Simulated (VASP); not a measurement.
# SiC (kn) (F-43m) in VASP: single point with PBEsol

Aim: the single point of SiC (kn) with PBEsol.

Program: VASP 6.6.1. These are calculated values, not measurements. Logs are shortened: lines on timing, memory, paths and dates and some standing lists are left out, and cuts for length are marked.

**1. The cell of the first run**

Symmetry: F-43m, No. 216, cubic system. The conventional cell has a = 4.357 Å, b = 4.357 Å, c = 4.357 Å, α = 90.00°, β = 90.00°, γ = 90.00°. Si (site symmetry -43m) has 4 C at 1.89 Å within 2.5 Å. C (site symmetry -43m) has 4 Si at 1.89 Å within 2.5 Å.

**2. Single point, PBEsol**

File INCAR:

```
PREC = Accurate ; ENCUT = 600
EDIFF = 1E-6 ; ISMEAR = 0
SIGMA = 0.02 ; LREAL = False
LASPH = True ; NELM = 120
ALGO = Normal ; ISIF = 2
LWAVE = False ; LCHARG = True
GGA = PS ; LELF = True
LVHAR = True ; NBANDS = 11
GGA_COMPAT = False
```

File KPOINTS:

```
Automatic mesh
0
Gamma
  8 8 8
```

File POSCAR:

```
SiC
1.0
    0.0000000000      2.1784489689      2.1784489689
    2.1784489689      0.0000000000      2.1784489689
    2.1784489689      2.1784489689      0.0000000000
Si C
1 1
Direct
    0.7500000000      0.7500000000      0.7500000000
    0.0000000000      0.0000000000      0.0000000000
```

Potentials or basis: VASP PAW PBE potentials, release 64 (Si, C).

Started as:

```sh
$ cat potpaw_PBE.64/Si/POTCAR potpaw_PBE.64/C/POTCAR > POTCAR
$ mpirun -np 1 vasp_std > vasp.out
```

OUTCAR:

```text
PREC = Accurate
   ENCUT = 600
   EDIFF = 1E-6
   ISMEAR = 0
   LREAL = False
   LASPH = True
   NELM = 120
   ISIF = 2
   GGA = PS

 ion  position               nearest neighbor table
   1  0.750  0.750  0.750-   2 1.89   2 1.89   2 1.89   2 1.89
   2  0.000  0.000  0.000-   1 1.89   1 1.89   1 1.89   1 1.89

  LATTYP: Found a face centered cubic cell.
 ALAT       =     4.3568979378

  Lattice vectors:

 A1 = (   0.0000000000,   2.1784489689,   2.1784489689)
 A2 = (   2.1784489689,   0.0000000000,   2.1784489689)
 A3 = (   2.1784489689,   2.1784489689,   0.0000000000)

Analysis of symmetry for initial positions (statically):
=====================================================================
 Subroutine PRICEL returns:
 Original cell was already a primitive cell.

 Routine SETGRP: Setting up the symmetry group for a
 face centered cubic supercell.

 Subroutine GETGRP returns: Found 24 space group operations
 (whereof 24 operations were pure point group operations)
 out of a pool of 48 trial point group operations.

The static configuration has the point symmetry T_d .

Analysis of symmetry for dynamics (positions and initial velocities):
=====================================================================
 Subroutine PRICEL returns:
 Original cell was already a primitive cell.

 Routine SETGRP: Setting up the symmetry group for a
 face centered cubic supercell.

 Subroutine GETGRP returns: Found 24 space group operations
 (whereof 24 operations were pure point group operations)
 out of a pool of 48 trial point group operations.

The dynamic configuration has the point symmetry T_d .

 Subroutine INISYM returns: Found 24 space group operations
 (whereof 24 operations are pure point group operations),
 and found     1 'primitive' translations

----------------------------------------------------------------------------------------

                                     Primitive cell

  volume of cell :      20.6763

  direct lattice vectors                    reciprocal lattice vectors
     0.000000000  2.178448969  2.178448969    -0.229521098  0.229521098  0.229521098
     2.178448969  0.000000000  2.178448969     0.229521098 -0.229521098  0.229521098
     2.178448969  2.178448969  0.000000000     0.229521098  0.229521098 -0.229521098

  length of vectors
     3.080792077  3.080792077  3.080792077     0.397542204  0.397542204  0.397542204

  position of ions in fractional coordinates (direct lattice)
     0.750000000  0.750000000  0.750000000
     0.000000000  0.000000000  0.000000000

  ion indices of the primitive-cell ions
   primitive index   ion index
                 1           1
                 2           2

----------------------------------------------------------------------------------------

 KPOINTS: Automatic mesh

Automatic generation of k-mesh.
 Grid dimensions read from file:
 generate k-points for:    8    8    8

 Generating k-lattice:

  Cartesian coordinates                     Fractional coordinates (reciprocal lattice)
    -0.028690137  0.028690137  0.028690137     0.125000000  0.000000000  0.000000000
     0.028690137 -0.028690137  0.028690137     0.000000000  0.125000000  0.000000000
     0.028690137  0.028690137 -0.028690137     0.000000000  0.000000000  0.125000000

  Length of vectors
     0.049692775  0.049692775  0.049692775

  Shift w.r.t. Gamma in fractional coordinates (k-lattice)
     0.000000000  0.000000000  0.000000000

 Subroutine IBZKPT returns following result:
 ===========================================

 Found     29 irreducible k-points:

 Following reciprocal coordinates:
            Coordinates               Weight
  0.000000  0.000000  0.000000      1.000000
  0.125000  0.000000  0.000000      8.000000
  0.250000  0.000000  0.000000      8.000000
  0.375000  0.000000  0.000000      8.000000
  0.500000  0.000000  0.000000      4.000000
  0.125000  0.125000  0.000000      6.000000
[... 16 lines left out ...]
  0.500000  0.250000  0.125000     48.000000
 -0.375000  0.250000  0.125000     24.000000
 [... further k-points ...]
   k-points           NKPTS =     29   k-points in BZ     NKDIM =     29   number of bands    NBANDS=     11
   number of dos      NEDOS =    301   number of ions     NIONS =      2
   total plane-waves  NPLWV =  21952
   dimension x,y,z NGX =    28 NGY =   28 NGZ =   28
   dimension x,y,z NGXF=    56 NGYF=   56 NGZF=   56
   ions per type =               1   1
   NGX,Y,Z   is equivalent  to a cutoff of  15.11, 15.11, 15.11 a.u.
   NGXF,Y,Z  is equivalent  to a cutoff of  30.22, 30.22, 30.22 a.u.
 SYSTEM =  unknown system
   PREC   = accura    normal or accurate (medium, high low for compatibility)
   ISTART =      0    job   : 0-new  1-cont  2-samecut
   ICHARG =      2    charge: 1-file 2-atom 10-const
   ISPIN  =      1    spin polarized calculation?
   LNONCOLLINEAR =      F non collinear calculations
   LSORBIT =      F    spin-orbit coupling
   LASPH  =      T    aspherical Exc in radial PAW
   ENCUT  =  600.0 eV  44.10 Ry    6.64 a.u.   6.15  6.15  6.15*2*pi/ulx,y,z
   NELM   =    120;   NELMIN=  2; NELMDL= -5     # of ELM steps
   EDIFF  = 0.1E-05   stopping-criterion for ELM
   LREAL  =      F    real-space projection
   EDIFFG = 0.1E-04   stopping-criterion for IOM
   NSW    =      0    number of steps for IOM
   IBRION =     -1    ionic relax: 0-MD 1-quasi-New 2-CG
   NFREE  =      0    steps in history (QN), initial steepest desc. (CG)
   ISIF   =      2    stress and relaxation
   ISYM   =      2    0-nonsym 1-usesym 2-fastsym
   POTIM  = 0.5000    time-step for ionic-motion
   TEBEG  =    0.0;   TEEND  =   0.0 temperature during run
   PSTRESS=    0.0 pullay stress
   NELECT =       8.0000    total number of electrons
   NUPDOWN=      -1.0000    fix difference up-down
   EMIN   =  10.00;   EMAX   =-10.00  energy-range for DOS
   EFERMI =   0.00;   METHOD = LEGACY
   ISMEAR =     0;   SIGMA  =   0.02  broadening in eV -4-tet -1-fermi 0-gaus
   EFERMI_NEDOS =   21; number of points for ismear=-14 and -15
   IALGO  =     38    algorithm
   IMIX   =      4    mixing-type and parameters
     AMIX     =   0.40;   BMIX     =  1.00
     AMIX_MAG =   1.60;   BMIX_MAG =  1.00
  volume/ion in A,a.u.               =      10.34        69.77
  Fermi-wavevector in a.u.,A,eV,Ry     =   1.192928  2.254306 19.362129  1.423076
  Thomas-Fermi vector in A             =   2.328954
   LORBIT       =      0    0 simple, 1 ext, 2 COOP (PROOUT), +10 PAW based schemes
   GGA     = PS    functional components
   LHFCALC =     F    Hartree Fock is set to
   AEXX    =    0.0000 exact exchange contribution
   IVDW    =     0    specifies the selected vdW correction
   LEPSILON=     F    determine dielectric tensor
   LRPA    =     F    only Hartree local field effects (RPA)
 non-spin polarized calculation
 Gauss-broadening in eV      SIGMA  =   0.02
  energy-cutoff  :      600.00
  volume of cell :       20.68
 maximum number of plane-waves:       701
 NGX is ok and might be reduce to    28
   NGX = 13   NGY = 13   NGZ = 13

 number of electron       8.0000000 magnetization

 Free energy of the ion-electron system (eV)
  ---------------------------------------------------
  ext. energy  EPLUGINS =         0.00000000
  ---------------------------------------------------
  free energy    TOTEN  =       -15.91494717 eV

  energy without entropy =      -15.91494717  energy(sigma->0) =      -15.91494717

 E-fermi :   8.1692     XC(G=0): -11.5079

 val. band max:        8.0654897315   @ k =   0.0000   0.0000   0.0000
 cond. band min:       9.2980615706   @ k =   0.5000   0.5000   0.0000
 fundamental gap:      1.2325718390
 Fermi energy:         8.1691973682

 k-point     1 :       0.0000    0.0000    0.0000
  band No.  band energies     occupation
      1      -7.3650      2.00000
      2       8.0655      2.00000
      3       8.0655      2.00000
      4       8.0655      2.00000
      5      14.2609      0.00000
      6      15.3129      0.00000
      7      15.3129      0.00000
      8      15.3129      0.00000
      9      22.5261      0.00000
     10      22.5261      0.00000
     11      24.3393      0.00000

 k-point     2 :       0.1250    0.0000    0.0000
  band No.  band energies     occupation
      1      -7.0589      2.00000
      2       6.5721      2.00000
      3       7.8630      2.00000
      4       7.8630      2.00000
      5      14.4848      0.00000
      6      15.6658      0.00000
      7      15.6658      0.00000
      8      15.8479      0.00000
      9      21.2719      0.00000
     10      21.2719      0.00000
     11      23.9184      0.00000

 k-point     3 :       0.2500    0.0000    0.0000
  band No.  band energies     occupation
      1      -6.1628      2.00000
      2       3.7487      2.00000
      3       7.4559      2.00000
      4       7.4559      2.00000
      5      13.9966      0.00000
      6      15.9075      0.00000
      7      15.9075      0.00000
      8      17.3474      0.00000
      9      21.0987      0.00000
     10      21.0987      0.00000
     11      23.0087      0.00000

 k-point     4 :       0.3750    0.0000    0.0000
  band No.  band energies     occupation
      1      -4.7958      2.00000
      2       0.9915      2.00000
      3       7.1279      2.00000
      4       7.1279      2.00000
      5      13.5862      0.00000
      6      15.4662      0.00000
      7      15.4662      0.00000
      8      17.9715      0.00000
      9      23.0968      0.00000
     10      23.0968      0.00000
     11      23.4210      0.00000
[... 239 lines left out ...]
 k-point    22 :       0.3750    0.2500    0.1250
  band No.  band energies     occupation
      1      -5.3837      2.00000
      2       3.5699      2.00000
      3       5.1757      2.00000
      4       6.7818      2.00000
      5      13.3390      0.00000
      6      15.6154      0.00000
      7      16.4611      0.00000
      8      18.0729      0.00000
      9      20.2275      0.00000
     10      23.9727      0.00000
     11      27.3705      0.00000

 k-point    23 :       0.5000    0.2500    0.1250
  band No.  band energies     occupation
      1      -4.0691      2.00000
      2       1.5208      2.00000
      3       4.4372      2.00000
      4       6.1228      2.00000
      5      13.2730      0.00000
      6      15.5813      0.00000
      7      17.1949      0.00000
      8      18.4462      0.00000
      9      21.3662      0.00000
     10      24.4646      0.00000
     11      27.2647      0.00000

 k-point    24 :      -0.3750    0.2500    0.1250
  band No.  band energies     occupation
      1      -3.1036      2.00000
      2       0.1807      2.00000
      3       4.3289      2.00000
      4       5.7810      2.00000
      5      13.2142      0.00000
      6      15.2628      0.00000
      7      18.1531      0.00000
      8      18.9932      0.00000
      9      21.3942      0.00000
     10      24.1968      0.00000
     11      27.2405      0.00000

 [... further k-points ...]
[... 5 lines left out ...]
  --------------------------------------------------------------------------------------
  -------------------------------------------------------------------------------------
  Total        0.0280579      0.0280579      0.0280579     -0.0000000      0.0000000     -0.0000000
  in kB        2.1741711      2.1741711      2.1741711     -0.0000000      0.0000000     -0.0000000
  external PRESSURE =       2.1741711 kB  Pullay stress =       0.0000000 kB

 VOLUME and BASIS-vectors are now :
 -----------------------------------------------------------------------------
  energy-cutoff  :      600.00
  volume of cell :       20.68
      direct lattice vectors                 reciprocal lattice vectors
     0.000000000  2.178448969  2.178448969    -0.229521098  0.229521098  0.229521098
     2.178448969  0.000000000  2.178448969     0.229521098 -0.229521098  0.229521098
     2.178448969  2.178448969  0.000000000     0.229521098  0.229521098 -0.229521098

 POSITION                                       TOTAL-FORCE (eV/Angst)
 -----------------------------------------------------------------------------------
      3.26767      3.26767      3.26767        -0.000000     -0.000000     -0.000000
      0.00000      0.00000      0.00000         0.000000      0.000000      0.000000
 -----------------------------------------------------------------------------------
    total drift:                               -0.000000     -0.000000     -0.000000

  FREE ENERGIE OF THE ION-ELECTRON SYSTEM (eV)
  ---------------------------------------------------
  free  energy   TOTEN  =       -15.9149471747 eV

  energy  without entropy=      -15.9149471747  energy(sigma->0) =      -15.91494717
```

Run time: 8.1 s. Hardware: 1 thread of Intel Xeon 6975P-C (Granite Rapids), shared host; peak memory 0.14 GiB.

Results:

```yaml
Free_energy: -15.9149 eV
Pressure: 0.2 GPa
Band_gap_on_the_k_mesh: 1.23 eV, indirect (least direct gap 4.44 eV)
```

Levels at points of the mesh, in eV from the valence-band top:
| k point | band 2 | band 3 | band 4 | band 5 | band 6 | band 7 |
| --- | --- | --- | --- | --- | --- | --- |
| (0.00, 0.00, 0.00) | 0.00 | 0.00 | 0.00 | 6.20 | 7.25 | 7.25 |
| (0.50, 0.00, 0.00) | -8.60 | -1.06 | -1.06 | 5.38 | 7.14 | 7.14 |
| (0.50, 0.50, 0.00) | -7.84 | -3.21 | -3.21 | 1.23 | 4.20 | 13.96 |

Caveat: the PAW data sets were made with another functional, which shifts forces and pressure a little.
